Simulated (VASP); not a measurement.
Here is a VASP 6.6.1 calculation.

Contents of INCAR:

```
SYSTEM = K
ALGO = Normal
EDIFF = 1E-6
ENCUT = 520
GGA = RE
ISIF = 2
ISMEAR = -1
LASPH = .True.
LCHARG = .False.
LREAL = .False.
LWAVE = .False.
NBANDS = 10
NELM = 60
PREC = Accurate
SIGMA = 0.1
```

File KPOINTS:

```
k-points
0
Gamma
  9 9 9
  0 0 0
```

Contents of POSCAR:

```
K
1.0
    3.4215185623      0.0000000000      0.0000000000
    0.0000000000      3.4215185623      0.0000000000
    0.0000000000      0.0000000000      3.4215185623
K
1
Direct
    0.0000000000      0.0000000000      0.0000000000
```

Potentials or basis: VASP PAW PBE potentials, release 64 (K_sv).

Command:

```sh
$ cat potpaw_PBE.64/K_sv/POTCAR > POTCAR
$ mpirun -np 1 vasp_std > vasp.out
```

**Question.** Estimate the pressure.

**Answer.** 7.4 GPa.

Caveat: the PAW data sets were made with another functional, which shifts forces and pressure a little.
